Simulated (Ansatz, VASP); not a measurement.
**One calculation of Zn2S, two programs**

```
Zn S
1.0
     4.79403    0.00000    0.00000
     0.00000    4.79403    0.00000
     0.00000    0.00000    3.84493
Zn S
2 1
Direct
  0.00000 0.50000 0.00000
  0.50000 0.00000 0.00000
  0.50000 0.50000 0.00000
```

Alike in both runs: task relaxation of cell and atoms; functional PBE; k mesh 10 × 10 × 12; occupations gaussian, width 0.1 eV; no spin polarisation.

```csv
,VASP,Ansatz
version,VASP 6.6.1,Ansatz 0.2.0
potentials or method,"VASP PAW PBE potentials, release 64 (Zn, S), cutoff 600 eV","scalar-relativistic, plane waves, PAW"
valence electrons in the cell,30,30
```

Ansatz gave:

- gap on the k mesh at the Fermi level, each at its own relaxed structure (eV): none
- relaxed volume (Å³/atom): 30.63
- relaxed length of the cell vector where the two differ most in proportion (Å): 4.003

Question: What did VASP give for the same quantities?

Answer: gap on the k mesh at the Fermi level, each at its own relaxed structure (eV): none; relaxed volume (Å³/atom): 30.90; relaxed length of the cell vector where the two differ most in proportion (Å): 4.023.

A gap of «none» marks a metal or a gap that the smearing closes.
